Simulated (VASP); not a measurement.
Wanted: the native input for a VASP 6.6.1 run.

```yaml
Task: single point
Functional: PBE
Potentials_or_basis: VASP PAW PBE potentials, release 64 (Sn_d, O)
Cutoff: 520 eV
k_mesh: 10 × 10 × 8
Occupations: gaussian, width 0.05 eV
Spin: no spin polarisation
Dipole_correction: no
Further_INCAR_settings: ALGO = Normal; EDIFF = 1e-07; NBANDS = 28
```

The structure of SnO lies in POSCAR:

```
SnO
1.0
    3.8681707514      0.0000000000      0.0000000000
    0.0000000000      3.8681707514      0.0000000000
    0.0000000000      0.0000000000      5.0672768981
Sn O
2 2
Direct
    0.0091400668      0.5091400668      0.2287361932
    0.4908599332     -0.0091400668      0.7712638068
   -0.0009574006      0.0009574006      0.0000000000
    0.5009574006      0.4990425994      0.0000000000
```

This cell differs from its parent crystal: mode 4 (104.6 1/cm) frozen in, largest displacement +0.050 Å.

These files were run (other wordings do the same):

INCAR

```
ALGO     = Normal         # electronic algorithm
EDIFF    = 1E-7           # SCF threshold, eV
ENCUT    = 520            # plane-wave cutoff, eV
GGA      = PE             # functional
ISIF     = 2              # what is computed and relaxed
ISMEAR   = 0              # smearing method
LASPH    = True           # aspherical terms in the spheres
LCHARG   = False          # write CHGCAR
LREAL    = False          # projectors in reciprocal space
LWAVE    = False          # write WAVECAR
NBANDS   = 28             # bands
NELM     = 60             # most SCF steps
PREC     = Accurate       # precision mode
SIGMA    = 0.05           # smearing width, eV
```

KPOINTS

```
k-points
0
Gamma
  10 10 8
```

Potentials or basis: VASP PAW PBE potentials, release 64 (Sn_d, O).

The run is started by

```console
$ cat potpaw_PBE.64/Sn_d/POTCAR potpaw_PBE.64/O/POTCAR > POTCAR
$ mpirun -np 1 vasp_std > vasp.out
```

It gave:

- Pressure: 0.3 GPa
- Largest force: 0.267 eV/Å
- Band gap on the k mesh: 0.51 eV, indirect (least direct gap 1.90 eV)

Caveat: the cell differs from its parent crystal (mode 4 (104.6 1/cm) frozen in, largest displacement +0.050 Å); spin-orbit coupling is left out, which moves the levels of the heavy elements.

Run time: 12 min on 1 thread of AMD EPYC 7R43 64-Core Processor (Zen 3) (shared host), peak memory 0.43 GiB.
